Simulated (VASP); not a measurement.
# Ti (I4/mmm) in VASP: notebook, part 2 of 3

VASP 6.6.1.

## (4) Electric field gradients, PBE (zz strain of -3 %)

INCAR

```
SYSTEM = Ti
PREC = Accurate
ENCUT = 400
EDIFF = 1E-8
ISMEAR = -1
SIGMA = 0.05
LREAL = .FALSE.
LASPH = .TRUE.
NELM = 120
ALGO = Normal
ISIF = 2
LWAVE = .FALSE.
LCHARG = .FALSE.
GGA = PE
LEFG = .TRUE.
NBANDS = 12
GGA_COMPAT = .FALSE.
```

KPOINTS

```
regular mesh
0
G
  15 15 15
  0 0 0
```

POSCAR

```
Ti
1.0
    0.0000000000      2.0300000000      1.9691000000
    2.0300000000      0.0000000000      1.9691000000
    2.0300000000      2.0300000000      0.0000000000
Ti
1
Direct
    0.0000000000      0.0000000000      0.0000000000
```

Potentials or basis: VASP PAW PBE potentials, release 64 (Ti_sv).

Started as:

```bash
$ cat potpaw_PBE.64/Ti_sv/POTCAR > POTCAR
$ mpirun -np 1 vasp_std > vasp.out
```

OUTCAR:

```text
SYSTEM = Ti
   PREC = Accurate
   ENCUT = 400
   EDIFF = 1E-8
   ISMEAR = -1
   LREAL = .FALSE.
   LASPH = .TRUE.
   NELM = 120
   ISIF = 2
   GGA = PE

 ion  position               nearest neighbor table
   1  0.000  0.000  0.000-

  LATTYP: Found a body centered tetragonal cell.
 ALAT       =     2.8708535316
 C/A-ratio  =     1.3717871555

  Lattice vectors:

 A1 = (   0.0000000000,  -2.0300000000,  -1.9691000000)
 A2 = (   0.0000000000,   2.0300000000,  -1.9691000000)
 A3 = (   2.0300000000,   0.0000000000,   1.9691000000)

Analysis of symmetry for initial positions (statically):
=====================================================================
 Subroutine PRICEL returns:
 Original cell was already a primitive cell.

 Routine SETGRP: Setting up the symmetry group for a
 body centered tetragonal supercell.

 Subroutine GETGRP returns: Found 16 space group operations
 (whereof 16 operations were pure point group operations)
 out of a pool of 16 trial point group operations.

The static configuration has the point symmetry D_4h.

Analysis of symmetry for dynamics (positions and initial velocities):
=====================================================================
 Subroutine PRICEL returns:
 Original cell was already a primitive cell.

 Routine SETGRP: Setting up the symmetry group for a
 body centered tetragonal supercell.

 Subroutine GETGRP returns: Found 16 space group operations
 (whereof 16 operations were pure point group operations)
 out of a pool of 16 trial point group operations.

The dynamic configuration has the point symmetry D_4h.

[... 160 lines left out ...]
      9      11.5153      0.00000
     10      11.8099      0.00000
     11      24.6048      0.00000
     12      29.1343      0.00000
[... 331 lines left out ...]
 k-point    24 :       0.2000    0.1333    0.0000
  band No.  band energies     occupation
      1     -47.5659      2.00000
      2     -23.6467      2.00000
      3     -23.4889      2.00000
      4     -23.4768      2.00000
      5       4.0741      2.00000
      6       9.0977      0.13303
      7      10.3383      0.00000
      8      10.3403      0.00000
      9      11.0764      0.00000
     10      11.8308      0.00000
     11      25.2615      0.00000
     12      25.9957      0.00000

 [... further k-points ...]

------------------------ aborting loop because EDIFF is reached ----------------------------------------

  FORCE on cell =-STRESS in cart. coord.  units (eV):
  Direction    XX          YY          ZZ          XY          YZ          ZX
  --------------------------------------------------------------------------------------
  -------------------------------------------------------------------------------------
  Total        0.6830179      0.6830179      0.8215722      0.0000000     -0.0000000      0.0000000
  in kB       67.4299480     67.4299480     81.1085189      0.0000000     -0.0000000      0.0000000
  external PRESSURE =      71.9894716 kB  Pullay stress =       0.0000000 kB

 VOLUME and BASIS-vectors are now :
 -----------------------------------------------------------------------------
  energy-cutoff  :      400.00
  volume of cell :       16.23
      direct lattice vectors                 reciprocal lattice vectors
     0.000000000  2.030000000  1.969100000    -0.246305419  0.246305419  0.253923112
     2.030000000  0.000000000  1.969100000     0.246305419 -0.246305419  0.253923112
     2.030000000  2.030000000  0.000000000     0.246305419  0.246305419 -0.253923112

 POSITION                                       TOTAL-FORCE (eV/Angst)
 -----------------------------------------------------------------------------------
      0.00000      0.00000      0.00000         0.000000     -0.000000      0.000000
 -----------------------------------------------------------------------------------
    total drift:                                0.000000      0.000000      0.000000

  FREE ENERGIE OF THE ION-ELECTRON SYSTEM (eV)
  ---------------------------------------------------
  free  energy   TOTEN  =        -7.7485103607 eV

  energy  without entropy=       -7.7345229224  energy(sigma->0) =       -7.74151664

 Electric field gradients (V/A^2)
---------------------------------------------------------------------
 ion       V_xx      V_yy      V_zz      V_xy      V_xz      V_yz
---------------------------------------------------------------------
   1      -0.851    -0.851     1.703    -0.002     0.002     0.002
---------------------------------------------------------------------

 Electric field gradients after diagonalization (V/A^2)
 (convention: |V_zz| > |V_xx| > |V_yy|)
----------------------------------------------------------------------
 ion       V_xx      V_yy      V_zz     asymmetry (V_yy - V_xx)/ V_zz
----------------------------------------------------------------------
   1      -0.853    -0.850     1.703       0.002
----------------------------------------------------------------------

           NMR quadrupolar parameters

 Cq : quadrupolar parameter    Cq=e*Q*V_zz/h
 eta: asymmetry parameters     (V_yy - V_xx)/ V_zz
 Q  : nuclear electric quadrupole moment in mb (millibarn)
----------------------------------------------------------------------
 ion       Cq(MHz)       eta       Q (mb)
----------------------------------------------------------------------
   1       0.004       0.002       1.000
----------------------------------------------------------------------
```

It took 85 s on 1 thread of Intel Xeon 8259CL, shared host; peak memory 0.15 GiB.

What came out:

- Free energy: -7.7485 eV
- Pressure: 7.2 GPa
- Band gap on the k mesh: zero (bands 6 and 7 overlap by 1.26 eV)
- Largest electric field gradient by atom: Ti +1.7 V/Å²

Electric field gradients, principal values (V/Å²):
| atom | least | middle | greatest (by size) |
| --- | --- | --- | --- |
| 1 Ti | -0.850 | -0.853 | 1.703 |

Caveat: the cell differs from its parent crystal (zz strain of -3 %); the cell stands under pressure; without QUAD_EFG the Cq values of the log hold for a quadrupole moment of 1 mb, not for the nuclei.

## (5) Electric field gradients, PBE (zz strain of -2 %)

INCAR

```
SYSTEM = Ti
ALGO = Normal ; EDIFF = 1E-8
ENCUT = 400 ; GGA = PE
GGA_COMPAT = .False. ; ISIF = 2
ISMEAR = -1 ; LASPH = .True.
LCHARG = .False. ; LEFG = .True.
LREAL = .False. ; LWAVE = .False.
NBANDS = 12 ; NELM = 120
PREC = Accurate ; SIGMA = 0.05
```

KPOINTS

```
k-points
0
Gamma
  15 15 15
  0 0 0
```

POSCAR

```
Ti
1.0
    0.0000000000      2.0300000000      1.9894000000
    2.0300000000      0.0000000000      1.9894000000
    2.0300000000      2.0300000000      0.0000000000
Ti
1
Direct
    0.0000000000      0.0000000000      0.0000000000
```

Potentials or basis: VASP PAW PBE potentials, release 64 (Ti_sv).

Started as:

```bash
$ cat potpaw_PBE.64/Ti_sv/POTCAR > POTCAR
$ mpirun -np 1 vasp_std > vasp.out
```

OUTCAR:

```text
SYSTEM = Ti
   EDIFF = 1E-8
   ENCUT = 400
   GGA = PE
   ISIF = 2
   ISMEAR = -1
   LASPH = .True.
   LREAL = .False.
   NELM = 120
   PREC = Accurate

 ion  position               nearest neighbor table
   1  0.000  0.000  0.000-

  LATTYP: Found a body centered tetragonal cell.
 ALAT       =     2.8708535316
 C/A-ratio  =     1.3859292911

  Lattice vectors:

 A1 = (   0.0000000000,  -2.0300000000,  -1.9894000000)
 A2 = (   0.0000000000,   2.0300000000,  -1.9894000000)
 A3 = (   2.0300000000,   0.0000000000,   1.9894000000)

Analysis of symmetry for initial positions (statically):
=====================================================================
 Subroutine PRICEL returns:
 Original cell was already a primitive cell.

 Routine SETGRP: Setting up the symmetry group for a
 body centered tetragonal supercell.

 Subroutine GETGRP returns: Found 16 space group operations
 (whereof 16 operations were pure point group operations)
 out of a pool of 16 trial point group operations.

The static configuration has the point symmetry D_4h.

Analysis of symmetry for dynamics (positions and initial velocities):
=====================================================================
 Subroutine PRICEL returns:
 Original cell was already a primitive cell.

 Routine SETGRP: Setting up the symmetry group for a
 body centered tetragonal supercell.

 Subroutine GETGRP returns: Found 16 space group operations
 (whereof 16 operations were pure point group operations)
 out of a pool of 16 trial point group operations.

The dynamic configuration has the point symmetry D_4h.

[... 160 lines left out ...]
      9      11.4232      0.00000
     10      11.6182      0.00000
     11      24.4238      0.00000
     12      29.0041      0.00000
[... 331 lines left out ...]
 k-point    24 :       0.2000    0.1333    0.0000
  band No.  band energies     occupation
      1     -47.7006      2.00000
      2     -23.7840      2.00000
      3     -23.6295      2.00000
      4     -23.6195      2.00000
      5       3.9555      2.00000
      6       8.9624      0.20230
      7      10.2197      0.00000
      8      10.2428      0.00000
      9      10.8981      0.00000
     10      11.7197      0.00000
     11      25.0587      0.00000
     12      25.7866      0.00000

 [... further k-points ...]

------------------------ aborting loop because EDIFF is reached ----------------------------------------

  FORCE on cell =-STRESS in cart. coord.  units (eV):
  Direction    XX          YY          ZZ          XY          YZ          ZX
  --------------------------------------------------------------------------------------
  -------------------------------------------------------------------------------------
  Total        0.5689968      0.5689968      0.6633408      0.0000000     -0.0000000      0.0000000
  in kB       55.6001791     55.6001791     64.8191187      0.0000000     -0.0000000      0.0000000
  external PRESSURE =      58.6731590 kB  Pullay stress =       0.0000000 kB

 VOLUME and BASIS-vectors are now :
 -----------------------------------------------------------------------------
  energy-cutoff  :      400.00
  volume of cell :       16.40
      direct lattice vectors                 reciprocal lattice vectors
     0.000000000  2.030000000  1.989400000    -0.246305419  0.246305419  0.251332060
     2.030000000  0.000000000  1.989400000     0.246305419 -0.246305419  0.251332060
     2.030000000  2.030000000  0.000000000     0.246305419  0.246305419 -0.251332060

 POSITION                                       TOTAL-FORCE (eV/Angst)
 -----------------------------------------------------------------------------------
      0.00000      0.00000      0.00000         0.000000      0.000000      0.000000
 -----------------------------------------------------------------------------------
    total drift:                                0.000000      0.000000      0.000000

  FREE ENERGIE OF THE ION-ELECTRON SYSTEM (eV)
  ---------------------------------------------------
  free  energy   TOTEN  =        -7.7571804647 eV

  energy  without entropy=       -7.7434462314  energy(sigma->0) =       -7.75031335

 Electric field gradients (V/A^2)
---------------------------------------------------------------------
 ion       V_xx      V_yy      V_zz      V_xy      V_xz      V_yz
---------------------------------------------------------------------
   1      -0.584    -0.584     1.167     0.000     0.001     0.001
---------------------------------------------------------------------

 Electric field gradients after diagonalization (V/A^2)
 (convention: |V_zz| > |V_xx| > |V_yy|)
----------------------------------------------------------------------
 ion       V_xx      V_yy      V_zz     asymmetry (V_yy - V_xx)/ V_zz
----------------------------------------------------------------------
   1      -0.584    -0.584     1.167       0.000
----------------------------------------------------------------------

           NMR quadrupolar parameters

 Cq : quadrupolar parameter    Cq=e*Q*V_zz/h
 eta: asymmetry parameters     (V_yy - V_xx)/ V_zz
 Q  : nuclear electric quadrupole moment in mb (millibarn)
----------------------------------------------------------------------
 ion       Cq(MHz)       eta       Q (mb)
----------------------------------------------------------------------
   1       0.003       0.000       1.000
----------------------------------------------------------------------
```

Run time: 78 s. Hardware: 1 thread of Intel Xeon 8259CL, shared host; peak memory 0.15 GiB.

What came out:

```
Free energy                             : -7.7572 eV
Pressure                                : 5.9 GPa
Band gap on the k mesh                  : zero (bands 6 and 7 overlap by 1.18 eV)
Largest electric field gradient by atom : Ti +1.2 V/Å²
```

Levels at points of the mesh, in eV from the Fermi level:
```csv
k point,band 2,band 3,band 4,band 5,band 6,band 7,band 8,band 9,band 10,band 11
"(0.00, 0.00, 0.00)",-32.41,-32.41,-32.40,-6.20,0.85,0.85,1.02,2.57,2.77,15.57
```

Electric field gradients, principal values (V/Å²):
```csv
atom,least,middle,greatest (by size)
1 Ti,-0.584,-0.584,1.167
```

Caveat: the cell differs from its parent crystal (zz strain of -2 %); the cell stands under pressure; without QUAD_EFG the Cq values of the log hold for a quadrupole moment of 1 mb, not for the nuclei.

(Continued in part 3 of 3.)
